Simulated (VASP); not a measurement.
The system is Co.

```
Co
1.0
     2.28685    0.00000    0.00000
     0.00000    2.28685    0.00000
     0.00000    0.00000    2.28685
Co
1
Cartesian
  0.0000 0.0000 0.0000
```

* Program: VASP 6.6.1
* Task: relaxation of cell and atoms
* Functional: PBEsol
* Potentials or basis: VASP PAW PBE potentials, release 64 (Co)
* Cutoff: 600 eV
* k mesh: 14 × 14 × 14
* Occupations: fermi-dirac, width 0.1 eV
* Spin: no spin polarisation

At the start: pressure -9.9 GPa; volume 11.96 Å³/atom.

Q: How do energy, volume and symmetry change on relaxing?

A: Over 3 steps the energy falls by 20.5 meV/atom and the volume is 11.33 Å³/atom (-5.2 %); space group Pm-3m (No. 221, to 0.05 Å).

Step by step:
```csv
step,energy change (eV),largest force (eV/Å),pressure (GPa),volume (Å³)
1,0.0000,0.0000,-9.86,11.96
2,0.0021,0.0000,12.75,10.73
3,-0.0205,0.0000,-0.08,11.33
```

Final structure:
```xyz
1
Lattice="2.2462 0.0000 0.0000 0.0000 2.2462 0.0000 0.0000 0.0000 2.2462" Properties=species:S:1:pos:R:3 pbc="T T T"
Co    0.0000    0.0000    0.0000
```

Caveat: the PAW data sets were made with another functional, which shifts forces and pressure a little; the run has no spin polarisation, though such a crystal can be magnetic.
